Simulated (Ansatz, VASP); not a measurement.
**Cu: VASP beside Ansatz**

Contents of POSCAR:

```
Cu
1.0
   -1.4427933200      1.4427933200      1.3760814500
    1.4427933200     -1.4427933200      1.3760814500
    1.4427933200      1.4427933200     -1.3760814500
Cu
1
Direct
    0.0000000000      0.0000000000      0.0000000000
```

The input INCAR.step1:

```
SYSTEM = Cu
PREC = Accurate
ENCUT = 520
ISMEAR = 0
SIGMA = 0.15
LREAL = .FALSE.
LASPH = .TRUE.
NELM = 100
NBANDS = 12
GGA = PE
ALGO = Normal
EDIFF = 1E-4
LWAVE = .TRUE.
LCHARG = .FALSE.
```

File INCAR.step2:

```
SYSTEM = Cu
PREC = Accurate
ENCUT = 520
EDIFF = 1E-6
ISMEAR = 0
SIGMA = 0.15
LREAL = .FALSE.
LASPH = .TRUE.
NELM = 100
ALGO = Normal
ISIF = 2
LWAVE = .FALSE.
LCHARG = .TRUE.
METAGGA = R2SCAN
LMIXTAU = .TRUE.
LELF = .TRUE.
LVHAR = .TRUE.
NBANDS = 12
ISTART = 1
```

File KPOINTS:

```
Automatic mesh
0
G
  26 26 26
  0 0 0
```

Input for Ansatz:

```yaml
crystal:
  lattice:
    - [-1.44279332, 1.44279332, 1.37608145]
    - [1.44279332, -1.44279332, 1.37608145]
    - [1.44279332, 1.44279332, -1.37608145]
  atoms:
    - { symbol: Cu, position: [0.0, 0.0, 0.0] }
basis:
  ecutwfc: 500
kpoints:
  mp_grid: { grid: [26, 26, 26] }
hamiltonian:
  xc: r2scan
scf:
  occupations: { method: gaussian, width: 0.15 }
output:
  forces: true
  stress: true
  eigenvalues: true
```

Alike in both runs: task single point; functional r2SCAN; k mesh 26 × 26 × 26; occupations gaussian, width 0.15 eV; no spin polarisation.

|  | VASP | Ansatz |
| --- | --- | --- |
| version | VASP 6.6.1 | Ansatz 0.2.0 |
| potentials or method | VASP PAW PBE potentials, release 64 (Cu), cutoff 520 eV | scalar-relativistic, plane waves, PAW |
| valence electrons in the cell | 11 | 19 |

```csv
,VASP,Ansatz,Ansatz less VASP
gap on the k mesh at the Fermi level (eV),none,none,-
pressure (GPa),1.0,0.3,-0.68
"traceless stress, the component that is largest in VASP (GPa)",-0.01,0.05,+0.065
```

VASP's potentials were made for PBE, not for r2SCAN. A gap of «none» marks a metal or a gap that the smearing closes. VASP's potentials hold 11 valence electrons a cell and Ansatz's 19, so a difference there can come from the potentials and not from the codes.
